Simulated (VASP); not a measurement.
Wanted: the native input for a VASP 6.6.1 run.

* Task: single point
* Functional: RPBE
* Potentials or basis: VASP PAW PBE potentials, release 64 (Al, N)
* Cutoff: 520 eV
* k mesh: 6 × 6 × 4
* Occupations: gaussian, width 0.1 eV
* Spin: no spin polarisation
* Dipole correction: no
* Further INCAR settings: ALGO = Normal; EDIFF = 1e-07; NBANDS = 16

The structure of AlN (drp) lies in POSCAR:

```
AlN
1.0
    3.1285881400      0.0000000000      0.0000000000
   -1.5642940700      2.7094368000      0.0000000000
    0.0000000000      0.0000000000      5.0169550000
Al N
2 2
Direct
    0.6666666700      0.3333333300      0.4992870000
    0.3333333300      0.6666666700      0.9992870000
    0.6666666700      0.3333333300      0.8807130000
    0.3333333300      0.6666666700      0.3807130000
```

One way to write it, as run:

INCAR

```
SYSTEM = AlN
PREC = Accurate
ENCUT = 520
EDIFF = 1E-7
ISMEAR = 0
SIGMA = 0.1
LREAL = .FALSE.
LASPH = .TRUE.
NELM = 100
ALGO = Normal
ISIF = 2
LWAVE = .FALSE.
LCHARG = .FALSE.
GGA = RP
NBANDS = 16
```

KPOINTS

```
regular mesh
0
G
  6 6 4
  0 0 0
```

Potentials or basis: VASP PAW PBE potentials, release 64 (Al, N).

The run is started by

```console
$ cat potpaw_PBE.64/Al/POTCAR potpaw_PBE.64/N/POTCAR > POTCAR
$ mpirun -np 1 vasp_std > vasp.out
```

It gave:

| Property | Result |
| --- | --- |
| Pressure | 3.1 GPa |
| Largest force | 0.010 eV/Å |
| Band gap on the k mesh | 4.10 eV, direct |

Caveat: the PAW data sets were made with another functional, which shifts forces and pressure a little.

Run time: 15 s on 1 thread of Intel Xeon 6975P-C (shared host), peak memory 0.15 GiB.
